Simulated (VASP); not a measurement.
# ZnS (Wurtzite-2H) (P6_3mc) in VASP: dielectric tensor with PBE

Aim: the dielectric tensor of ZnS (Wurtzite-2H) with PBE.

Everything below comes from runs of VASP 6.6.1. Logs are shortened: lines on timing, memory, paths and dates and some standing lists are left out, and cuts for length are marked.

## Step 1: The cell of the first run

It takes space group P6_3mc (No. 186, hexagonal). Conventional cell: a = 3.811 Å, b = 3.811 Å, c = 6.234 Å, α = 90.00°, β = 90.00°, γ = 120.00°. Within 3.1 Å of Zn (site symmetry 3m) lie 4 S at 2.31 to 2.40 Å. S (site symmetry 3m) has 4 Zn at 2.31 to 2.40 Å within 3.1 Å.

## Step 2: Dielectric tensor, PBE

The input, INCAR:

```
SYSTEM = ZnS
ALGO = Normal
EDIFF = 1E-8
ENCUT = 520
GGA = PE
ISIF = 2
ISMEAR = 0
LASPH = .True.
LCHARG = .False.
LEPSILON = .True.
LREAL = .False.
LWAVE = .False.
NELM = 60
PREC = Accurate
SIGMA = 0.01
```

The input, KPOINTS:

```
k-points
0
Gamma
  6 6 4
  0 0 0
```

The input, POSCAR:

```
ZnS
1.0
    3.8110000000      0.0000000000      0.0000000000
   -1.9055000000      3.3004200000      0.0000000000
    0.0000000000      0.0000000000      6.2340000000
Zn S
2 2
Direct
    0.3333333333      0.6666666667      0.0000000000
    0.6666666667      0.3333333333      0.5000000000
    0.3333333333      0.6666666667      0.3850000000
    0.6666666667      0.3333333333      0.8850000000
```

Potentials or basis: VASP PAW PBE potentials, release 64 (Zn, S).

On the command line:

```bash
> cat potpaw_PBE.64/Zn/POTCAR potpaw_PBE.64/S/POTCAR > POTCAR
> mpirun -np 1 vasp_std > vasp.out
```

OUTCAR:

```text
SYSTEM = ZnS
   EDIFF = 1E-8
   ENCUT = 520
   GGA = PE
   ISIF = 2
   ISMEAR = 0
   LASPH = .True.
   LEPSILON = .True.
   LREAL = .False.
   NELM = 60
   PREC = Accurate

 ion  position               nearest neighbor table
   1  0.333  0.667  0.000-   4 2.31   4 2.31   4 2.31   3 2.40
   2  0.667  0.333  0.500-   3 2.31   3 2.31   3 2.31   4 2.40
   3  0.333  0.667  0.385-   2 2.31   2 2.31   2 2.31   1 2.40
   4  0.667  0.333  0.885-   1 2.31   1 2.31   1 2.31   2 2.40

  LATTYP: Found a hexagonal cell.
 ALAT       =     3.8110000000
 C/A-ratio  =     1.6357911309

  Lattice vectors:

 A1 = (   3.8110000000,   0.0000000000,   0.0000000000)
 A2 = (  -1.9055000000,   3.3004200000,   0.0000000000)
 A3 = (   0.0000000000,   0.0000000000,   6.2340000000)

Analysis of symmetry for initial positions (statically):
=====================================================================
 Subroutine PRICEL returns:
 Original cell was already a primitive cell.

 Routine SETGRP: Setting up the symmetry group for a
 hexagonal supercell.

 Subroutine GETGRP returns: Found 12 space group operations
 (whereof  6 operations were pure point group operations)
 out of a pool of 24 trial point group operations.

The static configuration has the point symmetry C_3v.
 The point group associated with its full space group is C_6v.

Analysis of symmetry for dynamics (positions and initial velocities):
=====================================================================
 Subroutine PRICEL returns:
 Original cell was already a primitive cell.

 Routine SETGRP: Setting up the symmetry group for a
 hexagonal supercell.

 Subroutine GETGRP returns: Found 12 space group operations
 (whereof  6 operations were pure point group operations)
 out of a pool of 24 trial point group operations.

The dynamic configuration has the point symmetry C_3v.
 The point group associated with its full space group is C_6v.

 Subroutine INISYM returns: Found 12 space group operations
 (whereof  6 operations are pure point group operations),
 and found     1 'primitive' translations

----------------------------------------------------------------------------------------

                                     Primitive cell

  volume of cell :      78.4106

  direct lattice vectors                    reciprocal lattice vectors
     3.811000000  0.000000000  0.000000000     0.262398321  0.151495870  0.000000000
    -1.905500000  3.300420000  0.000000000     0.000000000  0.302991740  0.000000000
     0.000000000  0.000000000  6.234000000     0.000000000  0.000000000  0.160410651

  length of vectors
     3.811000000  3.810997563  6.234000000     0.302991547  0.302991740  0.160410651

  position of ions in fractional coordinates (direct lattice)
     0.333333333  0.666666667  0.000000000
     0.666666667  0.333333333  0.500000000
     0.333333333  0.666666667  0.385000000
     0.666666667  0.333333333  0.885000000

  ion indices of the primitive-cell ions
   primitive index   ion index
                 1           1
                 2           2
                 3           3
                 4           4

----------------------------------------------------------------------------------------

 KPOINTS: k-points

Automatic generation of k-mesh.
 Grid dimensions read from file:
 generate k-points for:    6    6    4

 Generating k-lattice:
[... 78 lines left out ...]
     AMIX_MAG =   1.60;   BMIX_MAG =  1.00
  volume/ion in A,a.u.               =      19.60       132.29
  Fermi-wavevector in a.u.,A,eV,Ry     =   1.262944  2.386618 21.701659  1.595027
  Thomas-Fermi vector in A             =   2.396326
   LORBIT       =      0    0 simple, 1 ext, 2 COOP (PROOUT), +10 PAW based schemes
   GGA     = PE    functional components
   LHFCALC =     F    Hartree Fock is set to
   AEXX    =    0.0000 exact exchange contribution
   IVDW    =     0    specifies the selected vdW correction
   LEPSILON=     T    determine dielectric tensor
   LRPA    =     F    only Hartree local field effects (RPA)
 non-spin polarized calculation
 Gauss-broadening in eV      SIGMA  =   0.01
  energy-cutoff  :      520.00
  volume of cell :       78.41
 maximum number of plane-waves:      2133
   NGX = 15   NGY = 15   NGZ = 23

--------------------------------------- Ionic step        1  -------------------------------------------

 number of electron      35.9999977 magnetization

 E-fermi :   2.2501     XC(G=0):  -9.6507

 val. band max:        2.1637309481   @ k =   0.0000   0.0000   0.0000
 cond. band min:       4.4165729139   @ k =   0.0000   0.0000   0.0000
 fundamental gap:      2.2528419658
 Fermi energy:         2.2500940969

 k-point     1 :       0.0000    0.0000    0.0000
  band No.  band energies     occupation
      1     -11.0298      2.00000
      2     -10.1066      2.00000
      3      -4.2062      2.00000
      4      -4.2061      2.00000
      5      -4.1419      2.00000
      6      -4.1419      2.00000
[... 514 lines left out ...]
     21       8.6546      0.00000
     22       8.6546      0.00000

  FORCE on cell =-STRESS in cart. coord.  units (eV):
  Direction    XX          YY          ZZ          XY          YZ          ZX
  --------------------------------------------------------------------------------------
  -------------------------------------------------------------------------------------
  Total        1.5702869      1.5702842      0.5443102      0.0000000      0.0000000      0.0000000
  in kB       32.0859303     32.0858756     11.1219803      0.0000000      0.0000000      0.0000000
  external PRESSURE =      25.0979287 kB  Pullay stress =       0.0000000 kB

 VOLUME and BASIS-vectors are now :
 -----------------------------------------------------------------------------
  energy-cutoff  :      520.00
  volume of cell :       78.41
      direct lattice vectors                 reciprocal lattice vectors
     3.811000000  0.000000000  0.000000000     0.262398321  0.151495870  0.000000000
    -1.905500000  3.300420000  0.000000000     0.000000000  0.302991740  0.000000000
     0.000000000  0.000000000  6.234000000     0.000000000  0.000000000  0.160410651

 POSITION                                       TOTAL-FORCE (eV/Angst)
 -----------------------------------------------------------------------------------
     -0.00000      2.20028      0.00000         0.000000      0.000000      0.323948
      1.90550      1.10014      3.11700        -0.000000     -0.000000      0.323948
     -0.00000      2.20028      2.40009        -0.000000      0.000000     -0.323948
      1.90550      1.10014      5.51709        -0.000000     -0.000000     -0.323948
 -----------------------------------------------------------------------------------
    total drift:                               -0.000000     -0.000000      0.000433

  FREE ENERGIE OF THE ION-ELECTRON SYSTEM (eV)
  ---------------------------------------------------
  free  energy   TOTEN  =       -13.6507578166 eV

  energy  without entropy=      -13.6507578166  energy(sigma->0) =      -13.65075782

 HEAD OF MICROSCOPIC STATIC DIELECTRIC TENSOR (INDEPENDENT PARTICLE, excluding Hartree and local field effects)
 ------------------------------------------------------
           6.481877     0.000000     0.000000
           0.000000     6.481866     0.000000
          -0.000000    -0.000000     6.346921
 ------------------------------------------------------

 Free energy of the ion-electron system (eV)
  ---------------------------------------------------
  ---------------------------------------------------
  free energy    TOTEN  =        -1.18772598 eV

  energy without entropy =       -1.18772598

------------------------ aborting loop because EDIFF is reached ----------------------------------------

--------------------------------------- Ionic step        2  -------------------------------------------

------------------------ aborting loop because EDIFF is reached ----------------------------------------

--------------------------------------- Ionic step        3  -------------------------------------------

 Free energy of the ion-electron system (eV)
  ---------------------------------------------------
  ---------------------------------------------------
  free energy    TOTEN  =        -1.16501253 eV

  energy without entropy =       -1.16501253

------------------------ aborting loop because EDIFF is reached ----------------------------------------

 PIEZOELECTRIC TENSOR FIELD DIRECTION 3  (e Angst)
 -----------------------------------------------------------------------------
     1.67560 -0.00000  0.00000           ( -0.01460 -0.00000  0.00000)
     0.00000  1.67560  0.00000           (  0.00000 -0.01460  0.00000)
     0.00000  0.00000 -4.00907           (  0.00000  0.00000  0.00874)

 PIEZOELECTRIC TENSOR FIELD DIRECTION 3  (C/m^2)
 -----------------------------------------------------------------------------
     0.34238 -0.00000  0.00000
     0.00000  0.34238  0.00000
     0.00000  0.00000 -0.81918

 MACROSCOPIC STATIC DIELECTRIC TENSOR (including local field effects in DFT)
 ------------------------------------------------------
           6.081047     0.000000     0.000000
          -0.000000     6.081037     0.000000
           0.000000    -0.000000     5.968505
 ------------------------------------------------------

 PIEZOELECTRIC TENSOR (including local field effects)  for field in x, y, z        (e  Angst)
          XX          YY          ZZ          XY          YZ          ZX
  --------------------------------------------------------------------------------
  x    -0.00000    -0.00000     0.00000     0.00000     0.00000     1.69037
  y     0.00000     0.00000     0.00000     0.00000     1.69036     0.00000
  z     1.67560     1.67560    -4.00907     0.00000     0.00000     0.00000

 PIEZOELECTRIC TENSOR (including local field effects)  for field in x, y, z        (C/m^2)
          XX          YY          ZZ          XY          YZ          ZX
  --------------------------------------------------------------------------------
  x    -0.00000    -0.00000     0.00000     0.00000     0.00000     0.34540
  y     0.00000     0.00000     0.00000     0.00000     0.34539     0.00000
  z     0.34238     0.34238    -0.81918     0.00000     0.00000     0.00000

 BORN EFFECTIVE CHARGES (including local field effects) (in |e|, cummulative output)
 ---------------------------------------------------------------------------------
 ion    1
    1     1.98529     0.00000     0.00000
    2     0.00000     1.98529     0.00000
    3    -0.00000     0.00000     2.05738
 ion    2
    1     1.98529     0.00000     0.00000
    2     0.00000     1.98529     0.00000
    3     0.00000     0.00000     2.05738
 ion    3
    1    -1.98529     0.00000     0.00000
    2    -0.00000    -1.98529     0.00000
    3     0.00000     0.00000    -2.05738
 ion    4
    1    -1.98529     0.00000     0.00000
    2    -0.00000    -1.98529     0.00000
    3     0.00000     0.00000    -2.05738
```

Run time: 8.5 min. Hardware: 1 thread of AMD EPYC 7R43 (Zen 3), shared host; peak memory 0.32 GiB.

What came out:

* Band gap on the k mesh: 2.25 eV, direct
* Electronic dielectric tensor (diagonal): 6.08, 6.08, 5.97
* Born charges (mean of the diagonal): Zn +2.01; S -2.01 e

Levels at points of the mesh, in eV from the valence-band top:
```csv
k point,band 16,band 17,band 18,band 19,band 20,band 21
"(0.00, 0.00, 0.00)",-0.01,-0.01,0.00,2.25,3.00,6.30
"(0.50, 0.00, 0.00)",-2.25,-1.56,-0.98,3.62,4.27,5.18
"(0.00, 0.00, 0.50)",-0.45,-0.45,-0.45,3.51,3.51,6.73
"(0.50, 0.00, 0.50)",-1.66,-1.53,-1.53,3.62,3.62,5.15
```

Electronic dielectric tensor:
```
6.08 0.00 0.00
0.00 6.08 0.00
0.00 0.00 5.97
```

Born effective charge tensors (e):
atom 1, Zn
```
1.99 0.00 0.00
0.00 1.99 0.00
0.00 0.00 2.06
```
atom 2, Zn
```
1.99 0.00 0.00
0.00 1.99 0.00
0.00 0.00 2.06
```
atom 3, S
```
-1.99  0.00  0.00
 0.00 -1.99  0.00
 0.00  0.00 -2.06
```
atom 4, S
```
-1.99  0.00  0.00
 0.00 -1.99  0.00
 0.00  0.00 -2.06
```

Expect the measured gap to be larger: semilocal functionals such as PBE lack the derivative discontinuity.
